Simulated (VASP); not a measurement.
# SnO2 (R-3m) in VASP: notebook, part 2 of 2

VASP 6.6.1. The steps go on from the part before.

**3. Single point, PBE**

This run uses another cell than the first one, of 12.33 Å³/atom, 0.697 times its volume.

INCAR reads:

```
SYSTEM = SnO2
ALGO = Normal
EDIFF = 1E-6
ENCUT = 520
GGA = PE
ISIF = 2
ISMEAR = 0
LASPH = .True.
LCHARG = .False.
LREAL = .False.
LWAVE = .False.
NBANDS = 20
NELM = 80
PREC = Accurate
SIGMA = 0.05
```

KPOINTS reads:

```
k-points
0
Gamma
  12 12 12
  0 0 0
```

POSCAR reads:

```
SnO2
1.0
    1.5359500000      0.8867811460      4.5248000000
   -1.5359500000      0.8867811460      4.5248000000
    0.0000000000     -1.7735622919      4.5248000000
Sn O
1 2
Direct
    0.5000000000      0.5000000000      0.5000000000
    0.2348826742      0.2348826742      0.2348826742
    0.7651173258      0.7651173258      0.7651173258
```

Potentials or basis: VASP PAW PBE potentials, release 64 (Sn_d, O).

Command:

```console
> cat potpaw_PBE.64/Sn_d/POTCAR potpaw_PBE.64/O/POTCAR > POTCAR
> mpirun -np 1 vasp_std > vasp.out
```

OUTCAR:

```text
SYSTEM = SnO2
   EDIFF = 1E-6
   ENCUT = 520
   GGA = PE
   ISIF = 2
   ISMEAR = 0
   LASPH = .True.
   LREAL = .False.
   NELM = 80
   PREC = Accurate

 ion  position               nearest neighbor table
   1  0.500  0.500  0.500-   2 2.00   3 2.00   2 2.00   2 2.00   3 2.00   3 2.00
   2  0.235  0.235  0.235-   1 2.00   1 2.00   1 2.00
   3  0.765  0.765  0.765-   1 2.00   1 2.00   1 2.00

  LATTYP: Found a trigonal (rhomboedric) cell.
 ALAT       =     4.8599730702
 COS(alpha) =     0.8002363675

  Lattice vectors:

[... 194 lines left out ...]
      6     -13.4429      2.00000
[... 541 lines left out ...]
     19      19.3861      0.00000
     20      20.7674      0.00000

 [... further k-points ...]
[... 5 lines left out ...]
  --------------------------------------------------------------------------------------
  -------------------------------------------------------------------------------------
  Total       10.2915217     10.2915217      5.3945155      0.0000000      0.0000000      0.0000000
  in kB      445.9087664    445.9087664    233.7323669      0.0000000      0.0000000      0.0000000
  external PRESSURE =     375.1832999 kB  Pullay stress =       0.0000000 kB

 VOLUME and BASIS-vectors are now :
 -----------------------------------------------------------------------------
  energy-cutoff  :      520.00
  volume of cell :       36.98
      direct lattice vectors                 reciprocal lattice vectors
     1.535950000  0.886781146  4.524800000     0.325531430  0.187945659  0.073668081
    -1.535950000  0.886781146  4.524800000    -0.325531430  0.187945659  0.073668081
     0.000000000 -1.773562292  4.524800000     0.000000000 -0.375891318  0.073668081

 POSITION                                       TOTAL-FORCE (eV/Angst)
 -----------------------------------------------------------------------------------
      0.00000      0.00000      6.78720         0.000000      0.000000     -0.000000
      0.00000      0.00000      3.18839         0.000000      0.000000      2.752452
      0.00000      0.00000     10.38601         0.000000     -0.000000     -2.752452
 -----------------------------------------------------------------------------------
    total drift:                               -0.000000     -0.000000     -0.000000

  FREE ENERGIE OF THE ION-ELECTRON SYSTEM (eV)
  ---------------------------------------------------
  free  energy   TOTEN  =       -17.4772893025 eV

  energy  without entropy=      -17.4772893025  energy(sigma->0) =      -17.47728930
```

Wall time 1.7 min (1 thread of Intel Xeon Platinum 8559C (Emerald Rapids), shared host); peak memory 0.28 GiB.

Results:

```
Free energy            : -17.4773 eV
Pressure               : 37.5 GPa
Largest force          : 2.752 eV/Å
Band gap on the k mesh : 3.19 eV, indirect (least direct gap 3.59 eV)
```

Forces in eV/Å, atoms in the order of the input:
```
Sn   0.000  0.000  0.000
O    0.000  0.000  2.752
O    0.000  0.000 -2.752
```

Caveat: spin-orbit coupling is left out, which moves the levels of the heavy elements; forces of over 1 eV/Å act on the atoms, so gaps and moduli don't describe the material at rest.

**4. Single point, PBE**

This run uses another cell than the first one, of 12.68 Å³/atom, 0.718 times its volume.

INCAR reads:

```
SYSTEM = SnO2
  ALGO = Normal
  EDIFF = 1E-7
  ENCUT = 520
  GGA = PE
  ISIF = 2
  ISMEAR = 0
  LASPH = .True.
  LCHARG = .False.
  LREAL = .False.
  LWAVE = .False.
  NBANDS = 20
  NELM = 100
  PREC = Accurate
  SIGMA = 0.05
```

KPOINTS is that of step 3.

POSCAR reads:

```
SnO2
1.0
    1.5359500000      0.8867811460      4.6559333333
   -1.5359500000      0.8867811460      4.6559333333
    0.0000000000     -1.7735622919      4.6559333333
Sn O
1 2
Direct
    0.5000000000      0.5000000000      0.5000000000
    0.2348826742      0.2348826742      0.2348826742
    0.7651173258      0.7651173258      0.7651173258
```

Command:

```console
> cat potpaw_PBE.64/Sn_d/POTCAR potpaw_PBE.64/O/POTCAR > POTCAR
> mpirun -np 1 vasp_std > vasp.out
```

Wall time 3.1 min (1 thread of Intel Xeon Platinum 8559C (Emerald Rapids), shared host); peak memory 0.32 GiB.

The run converged. Its results:

```yaml
Free_energy: -17.6209 eV
Pressure: 32.3 GPa
Largest_force: 2.264 eV/Å
Band_gap_on_the_k_mesh: 3.15 eV, indirect (least direct gap 3.53 eV)
```

Forces in eV/Å, atoms in the order of the input:
```
Sn   0.000  0.000  0.000
O    0.000  0.000  2.264
O    0.000  0.000 -2.264
```

Stress tensor (GPa, compression positive):
```
38.90  0.00  0.00
 0.00 38.90  0.00
 0.00  0.00 19.07
```

Levels at points of the mesh, in eV from the valence-band top:
```csv
k point,band 11,band 12,band 13,band 14,band 15,band 16
"(0.00, 0.00, 0.00)",-0.80,-0.80,-0.38,3.15,6.62,12.57
"(0.50, 0.00, 0.00)",-1.64,-0.59,-0.47,7.01,8.77,11.10
"(0.50, 0.50, 0.00)",-1.32,-0.33,0.00,6.64,7.86,12.06
"(0.50, 0.50, 0.50)",-1.51,-0.76,-0.76,4.47,6.63,12.10
```

Caveat: spin-orbit coupling is left out, which moves the levels of the heavy elements; forces of over 1 eV/Å act on the atoms, so gaps and moduli don't describe the material at rest.

**5. Single point, PBE**

This run uses another cell than the first one, of 12.76 Å³/atom, 0.722 times its volume.

INCAR reads:

```
PREC     = Accurate       # precision mode
ENCUT    = 520            # plane-wave cutoff, eV
EDIFF    = 1E-7           # SCF threshold, eV
ISMEAR   = 0              # smearing method
SIGMA    = 0.05           # smearing width, eV
LREAL    = False          # projectors in reciprocal space
LASPH    = True           # aspherical terms in the spheres
NELM     = 60             # most SCF steps
ALGO     = Normal         # electronic algorithm
ISIF     = 2              # what is computed and relaxed
LWAVE    = False          # write WAVECAR
LCHARG   = True           # write CHGCAR
GGA      = PE             # functional
LELF     = True           # ELF
LVHAR    = True         
NBANDS   = 20             # bands
```

KPOINTS reads:

```
regular mesh
0
Gamma
  12 12 12
```

POSCAR reads:

```
SnO2
1.0
    1.5628500000      0.9023118682      4.5248000000
   -1.5628500000      0.9023118682      4.5248000000
    0.0000000000     -1.8046237364      4.5248000000
Sn O
1 2
Direct
    0.5000000000      0.5000000000      0.5000000000
    0.2348826742      0.2348826742      0.2348826742
    0.7651173258      0.7651173258      0.7651173258
```

Command:

```console
> cat potpaw_PBE.64/Sn_d/POTCAR potpaw_PBE.64/O/POTCAR > POTCAR
> mpirun -np 1 vasp_std > vasp.out
```

Run time: 1.8 min. Hardware: 1 thread of Intel Xeon Platinum 8559C (Emerald Rapids), shared host; peak memory 0.29 GiB.

The run converged. Its results:

| Property | Result |
| --- | --- |
| Free energy | -17.7839 eV |
| Pressure | 26.1 GPa |
| Largest force | 2.124 eV/Å |
| Band gap on the k mesh | 2.78 eV, indirect (least direct gap 3.09 eV) |

Forces in eV/Å, atoms in the order of the input:
```
Sn   0.000  0.000  0.000
O    0.000  0.000  2.124
O    0.000  0.000 -2.124
```

Stress tensor (GPa, compression positive):
```
30.52  0.00  0.00
 0.00 30.52  0.00
 0.00  0.00 17.38
```

Levels at points of the mesh, in eV from the valence-band top:
```csv
k point,band 9,band 10,band 11,band 12,band 13,band 14,band 15,band 16,band 17,band 18
"(0.00, 0.00, 0.00)",-1.52,-1.52,-0.97,-0.97,-0.32,2.78,6.41,12.04,12.04,12.62
"(0.50, 0.00, 0.00)",-4.61,-3.54,-1.57,-0.67,-0.53,6.69,8.66,10.60,13.28,14.13
"(0.50, 0.50, 0.00)",-4.91,-3.65,-1.16,-0.36,-0.01,6.31,7.65,11.65,11.96,13.56
"(0.50, 0.50, 0.50)",-1.72,-1.60,-1.60,-0.91,-0.91,4.21,6.47,12.32,12.32,12.43
```

Caveat: spin-orbit coupling is left out, which moves the levels of the heavy elements; forces of over 1 eV/Å act on the atoms, so gaps and moduli don't describe the material at rest. A hybrid or GW would open this gap; PBE tends to underestimate it.

**6. Single point, PBE**

This run uses another cell than the first one, of 13.04 Å³/atom, 0.738 times its volume.

INCAR reads:

```
PREC     = Accurate       # precision mode
ENCUT    = 520            # plane-wave cutoff, eV
EDIFF    = 1E-6           # SCF threshold, eV
ISMEAR   = 0              # smearing method
SIGMA    = 0.05           # smearing width, eV
LREAL    = F              # projectors in reciprocal space
LASPH    = T              # aspherical terms in the spheres
NELM     = 100            # most SCF steps
ALGO     = Normal         # electronic algorithm
ISIF     = 2              # what is computed and relaxed
LWAVE    = F              # write WAVECAR
LCHARG   = F              # write CHGCAR
GGA      = PE             # functional
NBANDS   = 20             # bands
```

KPOINTS is that of step 5.

POSCAR reads:

```
SnO2
1.0
    1.5359500000      0.8867811460      4.7871000000
   -1.5359500000      0.8867811460      4.7871000000
    0.0000000000     -1.7735622919      4.7871000000
Sn O
1 2
Direct
    0.5000000000      0.5000000000      0.5000000000
    0.2348826742      0.2348826742      0.2348826742
    0.7651173258      0.7651173258      0.7651173258
```

Potentials or basis: VASP PAW PBE potentials, release 64 (Sn_d, O).

Command:

```console
> cat potpaw_PBE.64/Sn_d/POTCAR potpaw_PBE.64/O/POTCAR > POTCAR
> mpirun -np 1 vasp_std > vasp.out
```

It took 2.1 min on 1 thread of Intel Xeon 6975P-C (Granite Rapids), shared host; peak memory 0.32 GiB.

It converged, with:

```
Free energy            : -17.7361 eV
Pressure               : 27.5 GPa
Largest force          : 1.786 eV/Å
Band gap on the k mesh : 3.11 eV, indirect (least direct gap 3.47 eV)
```

Forces in eV/Å, atoms in the order of the input:
```
Sn   0.000  0.000  0.000
O    0.000  0.000  1.786
O    0.000  0.000 -1.786
```

Stress tensor (GPa, compression positive):
```
33.81  0.00  0.00
 0.00 33.81  0.00
 0.00  0.00 14.89
```

Levels at points of the mesh, in eV from the valence-band top:
```
           k point  band 11  band 12  band 13  band 14  band 15  band 16
(0.00, 0.00, 0.00)    -0.72    -0.72    -0.36     3.11     6.57    12.28
(0.50, 0.00, 0.00)    -1.62    -0.52    -0.44     6.84     8.61    11.21
(0.50, 0.50, 0.00)    -1.36    -0.33    -0.01     6.52     7.79    12.11
(0.50, 0.50, 0.50)    -1.41    -0.69    -0.69     4.32     6.53    11.86
```

Caveat: spin-orbit coupling is left out, which moves the levels of the heavy elements; forces of over 1 eV/Å act on the atoms, so gaps and moduli don't describe the material at rest. A k mesh can miss the band edges.

**7. The runs side by side**

```csv
cell,gap on the mesh (eV),pressure (GPa),largest force (eV/Å)
"a = 5.662 Å, angles 34.9°, 3 atoms",1.27,-14.8,1.44
"a = 4.860 Å, angles 36.8°, 3 atoms",3.19,37.5,2.75
"a = 4.982 Å, angles 35.9°, 3 atoms",3.15,32.3,2.26
"a = 4.871 Å, angles 37.4°, 3 atoms",2.78,26.1,2.12
"a = 5.105 Å, angles 35.0°, 3 atoms",3.11,27.5,1.79
```

Alike in all rows: task single point; level PBE; potentials or basis VASP PAW PBE potentials, release 64 (Sn_d, O); no spin polarisation; k mesh 12 × 12 × 12; cutoff (eV) 520; smearing gaussian 0.05 eV.

Caveats: spin-orbit coupling is left out, which moves the levels of the heavy elements; forces of over 1 eV/Å act on the atoms, so gaps and moduli don't describe the material at rest.

Absolute energies hang on the potentials; compare differences alone.
